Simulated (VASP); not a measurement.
# Re in VASP: notebook

Re is run at these levels: LDA, PBEsol+D4+U, PBE exchange alone; tasks: single point.

Program: VASP 6.6.1. These are calculated values, not measurements. Logs are shortened: lines on timing, memory, paths and dates and some standing lists are left out, and cuts for length are marked.

## 1. The cell of the first run

Symmetry: Fm-3m, No. 225, cubic system. Conventional cell: a = 3.950 Å, b = 3.950 Å, c = 3.950 Å, α = 90.00°, β = 90.00°, γ = 90.00°. Re (site symmetry m-3m) has 12 Re at 2.79 Å within 3.7 Å.

This isn't the form of Re at room conditions, which is hcp.

## 2. Single point, LDA, non-collinear spin, zero start, spin-orbit coupling

INCAR reads:

```
SYSTEM = Re
  PREC = Accurate
  ENCUT = 520
  EDIFF = 1E-6
  ISMEAR = 0
  SIGMA = 0.05
  LREAL = .FALSE.
  LASPH = .TRUE.
  NELM = 150
  ALGO = Normal
  ISIF = 2
  LWAVE = .FALSE.
  LCHARG = .FALSE.
  MAGMOM = 0 0 0
  LORBIT = 11
  LSORBIT = .TRUE.
  GGA_COMPAT = .FALSE.
  LORBMOM = .TRUE.
  LMAXMIX = 4
  GGA = CA
  NBANDS = 18
```

KPOINTS reads:

```
Automatic mesh
0
G
  9 9 9
  0 0 0
```

POSCAR reads:

```
Re
1.0
    0.0000000000      1.9750000000      1.9750000000
    1.9750000000      0.0000000000      1.9750000000
    1.9750000000      1.9750000000      0.0000000000
Re
1
Direct
    0.0000000000      0.0000000000      0.0000000000
```

Potentials or basis: VASP PAW LDA potentials, release 64 (Re).

Command:

```
cat potpaw_LDA.64/Re/POTCAR > POTCAR
mpirun -np 1 vasp_ncl > vasp.out
```

OUTCAR:

```text
SYSTEM = Re
   PREC = Accurate
   ENCUT = 520
   EDIFF = 1E-6
   ISMEAR = 0
   LREAL = .FALSE.
   LASPH = .TRUE.
   NELM = 150
   ISIF = 2
   LORBIT = 11
   LSORBIT = .TRUE.
   GGA = CA

 ion  position               nearest neighbor table
   1  0.000  0.000  0.000-

  LATTYP: Found a face centered cubic cell.
 ALAT       =     3.9500000000

  Lattice vectors:

 A1 = (   0.0000000000,   1.9750000000,   1.9750000000)
 A2 = (   1.9750000000,   0.0000000000,   1.9750000000)
 A3 = (   1.9750000000,   1.9750000000,   0.0000000000)

Analysis of symmetry for initial positions (statically):
=====================================================================
 Subroutine PRICEL returns:
 Original cell was already a primitive cell.

 Routine SETGRP: Setting up the symmetry group for a
 face centered cubic supercell.

 Subroutine GETGRP returns: Found 48 space group operations
 (whereof 48 operations were pure point group operations)
 out of a pool of 48 trial point group operations.

The static configuration has the point symmetry O_h .

Analysis of symmetry for dynamics (positions and initial velocities):
=====================================================================
 Subroutine PRICEL returns:
 Original cell was already a primitive cell.

 Routine SETGRP: Setting up the symmetry group for a
 face centered cubic supercell.

 Subroutine GETGRP returns: Found 48 space group operations
 (whereof 48 operations were pure point group operations)
 out of a pool of 48 trial point group operations.

The dynamic configuration has the point symmetry O_h .

Analysis of structural, dynamic, and magnetic symmetry:
=====================================================================
 Subroutine PRICEL returns:
 Original cell was already a primitive cell.

 Routine SETGRP: Setting up the symmetry group for a
 face centered cubic supercell.

 Subroutine GETGRP returns: Found 48 space group operations
 (whereof 48 operations were pure point group operations)
 out of a pool of 48 trial point group operations.

The overall configuration has the point symmetry O_h .

 Subroutine INISYM returns: Found 48 space group operations
 (whereof 48 operations are pure point group operations),
 and found     1 'primitive' translations

----------------------------------------------------------------------------------------

                                     Primitive cell

  volume of cell :      15.4075

  direct lattice vectors                    reciprocal lattice vectors
     0.000000000  1.975000000  1.975000000    -0.253164557  0.253164557  0.253164557
     1.975000000  0.000000000  1.975000000     0.253164557 -0.253164557  0.253164557
     1.975000000  1.975000000  0.000000000     0.253164557  0.253164557 -0.253164557

  length of vectors
     2.793071786  2.793071786  2.793071786     0.438493875  0.438493875  0.438493875

  position of ions in fractional coordinates (direct lattice)
     0.000000000  0.000000000  0.000000000

  ion indices of the primitive-cell ions
   primitive index   ion index
                 1           1

----------------------------------------------------------------------------------------

 KPOINTS: Automatic mesh

Automatic generation of k-mesh.
 Grid dimensions read from file:
 generate k-points for:    9    9    9

 Generating k-lattice:

  Cartesian coordinates                     Fractional coordinates (reciprocal lattice)
    -0.028129395  0.028129395  0.028129395     0.111111111  0.000000000  0.000000000
     0.028129395 -0.028129395  0.028129395     0.000000000  0.111111111  0.000000000
     0.028129395  0.028129395 -0.028129395     0.000000000  0.000000000  0.111111111

  Length of vectors
     0.048721542  0.048721542  0.048721542

  Shift w.r.t. Gamma in fractional coordinates (k-lattice)
     0.000000000  0.000000000  0.000000000

 Subroutine IBZKPT returns following result:
 ===========================================

 Found     35 irreducible k-points:

 Following reciprocal coordinates:
            Coordinates               Weight
  0.000000  0.000000  0.000000      1.000000
  0.111111  0.000000  0.000000      8.000000
  0.222222  0.000000  0.000000      8.000000
  0.333333  0.000000  0.000000      8.000000
  0.444444  0.000000  0.000000      8.000000
  0.111111  0.111111  0.000000      6.000000
[... 16 lines left out ...]
 -0.333333  0.333333  0.000000     12.000000
  0.444444  0.444444  0.000000      6.000000
 [... further k-points ...]
   k-points           NKPTS =     35   k-points in BZ     NKDIM =     35   number of bands    NBANDS=     18
   number of dos      NEDOS =    301   number of ions     NIONS =      1
   total plane-waves  NPLWV =  13824
   dimension x,y,z NGX =    24 NGY =   24 NGZ =   24
   dimension x,y,z NGXF=    48 NGYF=   48 NGZF=   48
   ions per type =               1
   NGX,Y,Z   is equivalent  to a cutoff of  14.28, 14.28, 14.28 a.u.
   NGXF,Y,Z  is equivalent  to a cutoff of  28.57, 28.57, 28.57 a.u.
 SYSTEM =  Re
   PREC   = accura    normal or accurate (medium, high low for compatibility)
   ISTART =      0    job   : 0-new  1-cont  2-samecut
   ICHARG =      2    charge: 1-file 2-atom 10-const
   ISPIN  =      1    spin polarized calculation?
   LNONCOLLINEAR =      T non collinear calculations
   LSORBIT =      T    spin-orbit coupling
   LASPH  =      T    aspherical Exc in radial PAW
   ENCUT  =  520.0 eV  38.22 Ry    6.18 a.u.   5.19  5.19  5.19*2*pi/ulx,y,z
   NELM   =    150;   NELMIN=  2; NELMDL= -5     # of ELM steps
   EDIFF  = 0.1E-05   stopping-criterion for ELM
   LREAL  =      F    real-space projection
   EDIFFG = 0.1E-04   stopping-criterion for IOM
   NSW    =      0    number of steps for IOM
   IBRION =     -1    ionic relax: 0-MD 1-quasi-New 2-CG
   NFREE  =      0    steps in history (QN), initial steepest desc. (CG)
   ISIF   =      2    stress and relaxation
   ISYM   =      2    0-nonsym 1-usesym 2-fastsym
   POTIM  = 0.5000    time-step for ionic-motion
   TEBEG  =    0.0;   TEEND  =   0.0 temperature during run
   PSTRESS=    0.0 pullay stress
   NELECT =       7.0000    total number of electrons
   NUPDOWN=      -1.0000    fix difference up-down
   EMIN   =  10.00;   EMAX   =-10.00  energy-range for DOS
   EFERMI =   0.00;   METHOD = LEGACY
   ISMEAR =     0;   SIGMA  =   0.05  broadening in eV -4-tet -1-fermi 0-gaus
   EFERMI_NEDOS =   21; number of points for ismear=-14 and -15
   IALGO  =     38    algorithm
   IMIX   =      4    mixing-type and parameters
     AMIX     =   0.40;   BMIX     =  1.00
     AMIX_MAG =   1.60;   BMIX_MAG =  1.00
  volume/ion in A,a.u.               =      15.41       103.97
  Fermi-wavevector in a.u.,A,eV,Ry     =   1.258531  2.378278 21.550255  1.583899
  Thomas-Fermi vector in A             =   2.392135
   LORBIT       =     11    0 simple, 1 ext, 2 COOP (PROOUT), +10 PAW based schemes
   GGA     = CA    functional components
   LHFCALC =     F    Hartree Fock is set to
   AEXX    =    0.0000 exact exchange contribution
   IVDW    =     0    specifies the selected vdW correction
   LEPSILON=     F    determine dielectric tensor
   LRPA    =     F    only Hartree local field effects (RPA)
 Gauss-broadening in eV      SIGMA  =   0.05
  energy-cutoff  :      520.00
  volume of cell :       15.41
 maximum number of plane-waves:       864
 NGX is ok and might be reduce to    24
   NGX = 11   NGY = 11   NGZ = 11

 number of electron       7.0000000 magnetization       0.0000000      0.0000000      0.0000000

 number of electron       7.0000000 magnetization       0.0000000     -0.0000000      0.0000000

 number of electron       7.0000000 magnetization      -0.0000000      0.0000000     -0.0000000

 Free energy of the ion-electron system (eV)
  ---------------------------------------------------
  ext. energy  EPLUGINS =         0.00000000
  ---------------------------------------------------
  free energy    TOTEN  =       -13.94477492 eV

  energy without entropy =      -13.94357150  energy(sigma->0) =      -13.94417321

 E-fermi :   7.4929     XC(G=0): -13.5965

 val. band max:        7.4531412767   @ k =   0.2222   0.2222   0.0000
 cond. band min:       7.5225642405   @ k =   0.4444   0.2222   0.0000
 fundamental gap:      0.0694229639
 Fermi energy:         7.4929440884

 k-point     1 :       0.0000    0.0000    0.0000
  band No.  band energies     occupation
      1      -2.1937      1.00000
      2      -2.1937      1.00000
      3       5.4754      1.00000
      4       5.4754      1.00000
      5       5.4754      1.00000
      6       5.4754      1.00000
[... 10 lines left out ...]
     17      26.9646      0.00000
     18      26.9646      0.00000

 k-point     2 :       0.1111    0.0000    0.0000
  band No.  band energies     occupation
      1      -1.6627      1.00000
      2      -1.6627      1.00000
      3       5.2769      1.00000
      4       5.2769      1.00000
      5       5.6520      1.00000
      6       5.6520      1.00000
[... 10 lines left out ...]
     17      27.5985      0.00000
     18      27.8067      0.00000

 k-point     3 :       0.2222    0.0000    0.0000
  band No.  band energies     occupation
      1      -0.3376      1.00000
      2      -0.3376      1.00000
      3       4.8785      1.00000
      4       4.8785      1.00000
      5       5.8013      1.00000
      6       5.8013      1.00000
[... 412 lines left out ...]
 k-point    23 :      -0.3333    0.3333    0.0000
  band No.  band energies     occupation
      1       2.7369      1.00000
      2       2.7369      1.00000
      3       3.8060      1.00000
      4       3.8060      1.00000
      5       5.4310      1.00000
      6       5.4310      1.00000
[... 10 lines left out ...]
     17      26.0663      0.00000
     18      26.0675      0.00000

 k-point    24 :       0.4444    0.4444    0.0000
  band No.  band energies     occupation
      1       1.1744      1.00000
      2       1.1744      1.00000
      3       2.0045      1.00000
      4       2.0045      1.00000
      5       9.4028      0.00000
      6       9.4028      0.00000
[... 10 lines left out ...]
     17      20.8367      0.00000
     18      20.8367      0.00000

 [... further k-points ...]

------------------------ aborting loop because EDIFF is reached ----------------------------------------

  FORCE on cell =-STRESS in cart. coord.  units (eV):
  Direction    XX          YY          ZZ          XY          YZ          ZX
  --------------------------------------------------------------------------------------
  -------------------------------------------------------------------------------------
  Total       -2.1123319     -2.1123319     -2.1123319      0.0000000     -0.0000000      0.0000000
  in kB     -219.6551815   -219.6551815   -219.6551815      0.0000000     -0.0000000      0.0000000
  external PRESSURE =    -219.6551815 kB  Pullay stress =       0.0000000 kB

 VOLUME and BASIS-vectors are now :
 -----------------------------------------------------------------------------
  energy-cutoff  :      520.00
  volume of cell :       15.41
      direct lattice vectors                 reciprocal lattice vectors
     0.000000000  1.975000000  1.975000000    -0.253164557  0.253164557  0.253164557
     1.975000000  0.000000000  1.975000000     0.253164557 -0.253164557  0.253164557
     1.975000000  1.975000000  0.000000000     0.253164557  0.253164557 -0.253164557

 POSITION                                       TOTAL-FORCE (eV/Angst)
 -----------------------------------------------------------------------------------
      0.00000      0.00000      0.00000         0.000000      0.000000      0.000000
 -----------------------------------------------------------------------------------
    total drift:                                0.000000     -0.000000     -0.000000

  FREE ENERGIE OF THE ION-ELECTRON SYSTEM (eV)
  ---------------------------------------------------
  free  energy   TOTEN  =       -13.9447749214 eV

  energy  without entropy=      -13.9435715040  energy(sigma->0) =      -13.94417321

 orbital moment (x)

 # of ion     p       d       tot
 ----------------------------------------
  1        -0.000  -0.000  -0.000
 ----------------------------------------
           -0.000  -0.000  -0.000

 orbital moment (y)

 # of ion     p       d       tot
 ----------------------------------------
  1        -0.000   0.000   0.000
 ----------------------------------------
           -0.000   0.000   0.000

 orbital moment (z)

 # of ion     p       d       tot
 ----------------------------------------
  1         0.000   0.000   0.000
 ----------------------------------------
            0.000   0.000   0.000

 Spin-Orbit-Coupling matrix elements

 Ion:    1  E_soc:     -0.6709916
 l=   1
     0.0000000    -0.0419698    -0.0419698
    -0.0419698     0.0000000    -0.0419698
    -0.0419698    -0.0419698     0.0000000
 l=   2
     0.0000000    -0.0137992     0.0000000    -0.0137992    -0.0560630
    -0.0137992     0.0000000    -0.0420472    -0.0137992    -0.0140157
     0.0000000    -0.0420472     0.0000000    -0.0420472     0.0000000
    -0.0137992    -0.0137992    -0.0420472     0.0000000    -0.0140157
    -0.0560630    -0.0140157     0.0000000    -0.0140157     0.0000000
 l=   3
     0.0000000     0.0000000     0.0000000     0.0000000     0.0000000     0.0000000     0.0000000
     0.0000000     0.0000000     0.0000000     0.0000000     0.0000000     0.0000000     0.0000000
     0.0000000     0.0000000     0.0000000     0.0000000     0.0000000     0.0000000     0.0000000
     0.0000000     0.0000000     0.0000000     0.0000000     0.0000000     0.0000000     0.0000000
     0.0000000     0.0000000     0.0000000     0.0000000     0.0000000     0.0000000     0.0000000
     0.0000000     0.0000000     0.0000000     0.0000000     0.0000000     0.0000000     0.0000000
     0.0000000     0.0000000     0.0000000     0.0000000     0.0000000     0.0000000     0.0000000

 total charge

# of ion       s       p       d       tot
------------------------------------------
    1        0.600   0.651   4.751   6.002

 magnetization (x)

# of ion       s       p       d       tot
------------------------------------------
    1       -0.000   0.000   0.000  -0.000

 magnetization (y)

# of ion       s       p       d       tot
------------------------------------------
    1        0.000   0.000   0.000   0.000

 magnetization (z)

# of ion       s       p       d       tot
------------------------------------------
    1       -0.000   0.000   0.000  -0.000
```

It took 34 s on 1 thread of Intel Xeon 8259CL, shared host; peak memory 0.18 GiB.

What came out:

* Free energy: -13.9448 eV
* Pressure: -22.0 GPa
* Net moment: 0.00 μB per cell
* Valence electrons inside the program's atomic spheres: Re 6.00

Moments on the atoms (μB; x, y, z):
```
Re  0.00 0.00 0.00
```

Caveat: the cell stands under tension.

## 3. Single point, PBEsol+D4+U (the cell strained at random)

INCAR reads:

```
PREC = Accurate
ENCUT = 520
EDIFF = 1E-6
ISMEAR = -1
SIGMA = 0.02
LREAL = False
LASPH = True
NELM = 150
ALGO = Normal
ISIF = 2
LWAVE = False
LCHARG = False
LMAXMIX = 4
LDAU = True
LDAUTYPE = 2
LDAUL = 2
LDAUU = 2
LDAUJ = 0
LDAUPRINT = 1
GGA = PS
IVDW = 13
NBANDS = 10
```

KPOINTS reads:

```
regular mesh
0
Gamma
  13 11 11
```

POSCAR reads:

```
Re
1.0
    2.7337857900      0.0000000000      0.0000000000
   -1.3453755172      2.4375387938      0.0000000000
   -1.3536194830     -0.8151689871      2.3121458995
Re
1
Direct
    0.0000000000      0.0000000000      0.0000000000
```

Potentials or basis: VASP PAW PBE potentials, release 64 (Re).

Command:

```
cat potpaw_PBE.64/Re/POTCAR > POTCAR
mpirun -np 1 vasp_std > vasp.out
```

Wall time 2.6 min (1 thread of Intel Xeon 8259CL, shared host); peak memory 0.25 GiB.

Results (log left out):

| Quantity | Value |
| --- | --- |
| Free energy | -11.1569 eV |
| Pressure | -21.9 GPa |
| Band gap on the k mesh | zero (an odd number of electrons rules out a gap without spin polarisation) |
| Dispersion energy per atom | -0.395 eV |

Stress tensor (GPa, compression positive):
```
-14.66  -1.74  -1.28
 -1.74 -24.16   0.30
 -1.28   0.30 -26.76
```

Levels at points of the mesh, in eV from the Fermi level:
```csv
k point,band 1,band 2,band 3,band 4,band 5,band 6,band 7,band 8,band 9
"(0.00, 0.00, 0.00)",-9.93,-2.20,-2.10,-1.54,1.08,1.43,13.81,18.77,18.92
```

Eigenvalues of the final occupation matrices:
```tsv
site	spin	trace	eigenvalues
site 1 d	1	2.40	0.41 0.42 0.52 0.52 0.54
site 1 d	2	2.40	0.41 0.42 0.52 0.52 0.54
```

Caveat: the cell differs from its parent crystal (the cell strained at random); the stress differs along the axes, from -27 to -15 GPa; the PAW data sets were made with another functional, which shifts forces and pressure a little; spin-orbit coupling is left out, which moves the levels of the heavy elements; U without spin polarisation on a metal has little footing; the U is typed as a test and isn't derived for this compound.

## 4. Single point, PBE exchange alone (16.64 Å³/atom)

This run uses another cell than the first one, of 16.64 Å³/atom.

INCAR reads:

```
SYSTEM = Re
PREC     = Accurate       ! precision mode
ENCUT    = 600            ! plane-wave cutoff, eV
EDIFF    = 1E-6           ! SCF threshold, eV
ISMEAR   = 1              ! smearing method
SIGMA    = 0.01           ! smearing width, eV
LREAL    = .FALSE.        ! projectors in reciprocal space
LASPH    = .TRUE.         ! aspherical terms in the spheres
NELM     = 120            ! most SCF steps
ALGO     = Normal         ! electronic algorithm
ISIF     = 2              ! what is computed and relaxed
LWAVE    = .FALSE.        ! write WAVECAR
LCHARG   = .FALSE.        ! write CHGCAR
GGA      = PE             ! functional
ALDAC    = 0.0          
AGGAC    = 0.0          
NBANDS   = 10             ! bands
GGA_COMPAT= .FALSE.
```

KPOINTS reads:

```
regular mesh
0
G
  12 12 12
  0 0 0
```

POSCAR reads:

```
Re
1.0
    0.0000000000      2.0263214950      2.0263214950
    2.0263214950      0.0000000000      2.0263214950
    2.0263214950      2.0263214950      0.0000000000
Re
1
Direct
    0.0000000000      0.0000000000      0.0000000000
```

Command:

```
cat potpaw_PBE.64/Re/POTCAR > POTCAR
mpirun -np 1 vasp_std > vasp.out
```

It took 19 s on 1 thread of AMD EPYC 7R43 (Zen 3), shared host; peak memory 0.12 GiB.

Results (log left out):

```yaml
Free_energy: -9.4334 eV
Pressure: -3.2 GPa
Band_gap_on_the_k_mesh: zero (an odd number of electrons rules out a gap without spin polarisation)
```

Levels at points of the mesh, in eV from the Fermi level:
```
           k point  band 2  band 3  band 4  band 5  band 6  band 7
(0.00, 0.00, 0.00)   -1.57   -1.57   -1.57    1.07    1.07   13.98
(0.50, 0.00, 0.00)   -1.71   -1.71    0.34    3.18    3.18    8.33
(0.50, 0.50, 0.00)   -4.96    2.56    3.13    3.78    3.78   10.95
```

Caveat: the cell stands under tension; spin-orbit coupling is left out, which moves the levels of the heavy elements.

## 5. Overview

```tsv
level	potentials or basis	spin	U	cell	k mesh	cutoff (eV)	smearing	gap on the mesh (eV)	pressure (GPa)
LDA	VASP PAW LDA potentials, release 64 (Re)	non-collinear, zero start, SOC	-	a = 2.793 Å, angles 60.0°, 1 atom	9 × 9 × 9	520	gaussian 0.05 eV	-	-22.0
PBEsol+D4+U	VASP PAW PBE potentials, release 64 (Re)	off	Re d U = 2.0 eV	a = 2.734, b = 2.784, c = 2.801 Å, angles 91.2, 118.9, 118.9°, 1 atom	13 × 11 × 11	520	fermi-dirac 0.02 eV	none	-21.9
PBE exchange alone	VASP PAW PBE potentials, release 64 (Re)	off	-	a = 2.866 Å, angles 60.0°, 1 atom	12 × 12 × 12	600	methfessel-paxton 0.01 eV	none	-3.2
```

Alike in all rows: task single point.

Caveats: the cell stands under tension (at least some runs); spin-orbit coupling is left out, which moves the levels of the heavy elements (at least some runs); the stress differs along the axes, from -27 to -15 GPa (at least some runs); the PAW data sets were made with another functional, which shifts forces and pressure a little (at least some runs); U without spin polarisation on a metal has little footing (at least some runs); the U is typed as a test and isn't derived for this compound (at least some runs).

Absolute energies hang on the potentials; compare differences alone.

The gap in the log of VASP goes by the Fermi energy; the results here count the filled bands.